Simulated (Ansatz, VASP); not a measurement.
## One calculation of W3N4, two programs

Contents of INCAR:

```
SYSTEM = W3N4
  PREC = Accurate
  ENCUT = 600
  EDIFF = 1E-6
  ISMEAR = 0
  SIGMA = 0.1
  LREAL = .FALSE.
  LASPH = .TRUE.
  NELM = 100
  ALGO = Normal
  ISIF = 3
  LWAVE = .FALSE.
  LCHARG = .FALSE.
  GGA = PE
  IBRION = 2
  NSW = 70
  EDIFFG = -0.02
```

Contents of KPOINTS:

```
regular mesh
0
G
  10 10 10
  0 0 0
```

File POSCAR:

```
W3N4
1.0
    4.2204907000      0.0000000000      0.0000000000
    0.0000000000      4.2204907000      0.0000000000
    0.0000000000      0.0000000000      4.2204907000
W N
3 4
Direct
    0.5000000000      0.5000000000      0.0000000000
    0.0000000000      0.5000000000      0.5000000000
    0.5000000000      0.0000000000      0.5000000000
    0.5000000000      0.5000000000      0.5000000000
    0.5000000000      0.0000000000      0.0000000000
    0.0000000000      0.5000000000      0.0000000000
    0.0000000000      0.0000000000      0.5000000000
```

Input for Ansatz:

```yaml
crystal:
  lattice:
    - [4.2204907, 0.0, 0.0]
    - [0.0, 4.2204907, 0.0]
    - [0.0, 0.0, 4.2204907]
  atoms:
    - { symbol: W, position: [0.5, 0.5, 0.0] }
    - { symbol: W, position: [0.0, 0.5, 0.5] }
    - { symbol: W, position: [0.5, 0.0, 0.5] }
    - { symbol: "N", position: [0.5, 0.5, 0.5] }
    - { symbol: "N", position: [0.5, 0.0, 0.0] }
    - { symbol: "N", position: [0.0, 0.5, 0.0] }
    - { symbol: "N", position: [0.0, 0.0, 0.5] }
basis:
  ecutwfc: 420
kpoints:
  mp_grid: { grid: [10, 10, 10] }
hamiltonian:
  xc: pbe
scf:
  occupations: { method: gaussian, width: 0.1 }
output:
  forces: true
  stress: true
  eigenvalues: true
relax:
  adjacent_minimum: "off"
  f_tol: 0.02
  max_steps: 50
  cell: { stress_tol: 0.1 }
```

Alike in both runs: task relaxation of cell and atoms; functional PBE; k mesh 10 × 10 × 10; occupations gaussian, width 0.1 eV; no spin polarisation.

|  | VASP | Ansatz |
| --- | --- | --- |
| version | VASP 6.6.1 | Ansatz 0.2.0 |
| potentials or method | VASP PAW PBE potentials, release 64 (W_sv, N), cutoff 600 eV | scalar-relativistic, plane waves, PAW |
| valence electrons in the cell | 62 | 62 |

|  | VASP | Ansatz | Ansatz less VASP |
| --- | --- | --- | --- |
| gap on the k mesh at the Fermi level, each at its own relaxed structure (eV) | none | none | - |
| relaxed volume (Å³/atom) | 10.74 | 10.70 | -0.039 |
| relaxed cell length with the largest relative difference (Å) | 4.220 | 4.215 | -0.0051 |

A gap of «none» marks a metal or a gap that the smearing closes.

Neither program's run includes spin-orbit coupling. Noted on VASP's run: the relaxation stopped at its first step, so nothing moved.
